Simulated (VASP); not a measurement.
The system is TiB2.

```
CELL_PARAMETERS angstrom
0.00000 2.47434 2.47434
2.47434 0.00000 2.47434
2.47434 2.47434 0.00000
ATOMIC_POSITIONS crystal
Ti 0.50000 0.50000 0.50000
B 0.25000 0.25000 0.25000
B 0.75000 0.75000 0.75000
```

```yaml
Program: VASP 6.6.1
Task: relaxation of cell and atoms
Functional: PBE
Potentials_or_basis: VASP PAW PBE potentials, release 64 (Ti_sv, B)
Cutoff: 600 eV
k_mesh: 6 × 6 × 6
Occupations: gaussian, width 0.1 eV
Spin: no spin polarisation
```

At the start: pressure 14.5 GPa; volume 10.10 Å³/atom.

Q: Where does the relaxation end?

A: Over 3 steps the energy falls by 37.2 meV/atom and the volume is 10.97 Å³/atom (+8.7 %); space group Fm-3m (No. 225, to 0.05 Å).

The path:
```csv
step,energy change (eV),largest force (eV/Å),pressure (GPa),volume (Å³)
1,0.0000,0.0000,14.52,30.30
2,-0.0789,0.0000,-6.40,34.49
3,-0.1116,0.0000,-0.07,32.92
```

Final structure:
```yaml
crystal:
  lattice:
    - [0.00000, 2.54383, 2.54383]
    - [2.54383, 0.00000, 2.54383]
    - [2.54383, 2.54383, 0.00000]
  atoms:
    - { symbol: Ti, position: [0.50000, 0.50000, 0.50000] }
    - { symbol: B, position: [0.25000, 0.25000, 0.25000] }
    - { symbol: B, position: [0.75000, 0.75000, 0.75000] }
```

Caveat: the k points lie up to 0.36 Å⁻¹ apart in the final cell.
